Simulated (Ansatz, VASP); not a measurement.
# Pb: VASP beside Ansatz

```
Pb
1.0
     3.41761    0.00000    0.00000
    -1.70880    2.95973    0.00000
     0.00000    0.00000    5.70261
Pb
2
Direct
  0.33333 0.66667 0.25000
  0.66667 0.33333 0.75000
```

Alike in both runs: task single point; functional LDA; k mesh 14 × 14 × 8; occupations fermi-dirac, width 0.05 eV; no spin polarisation.

|  | VASP | Ansatz |
| --- | --- | --- |
| version | VASP 6.6.1 | Ansatz 0.2.0 |
| potentials or method | VASP PAW LDA potentials, release 64 (Pb_d), cutoff 520 eV | all-electron LAPW, scalar-relativistic |

```tsv
	VASP	Ansatz	Ansatz less VASP
pressure (GPa)	0.0	0.0	-0.05
```

LDA's correlation is that of Perdew and Zunger in VASP and of Perdew and Wang (1992) in Ansatz. Ansatz ran all-electron here, and VASP with PAW potentials. Ansatz's warnings: optics on partly filled bands.

Spin-orbit coupling is off throughout.
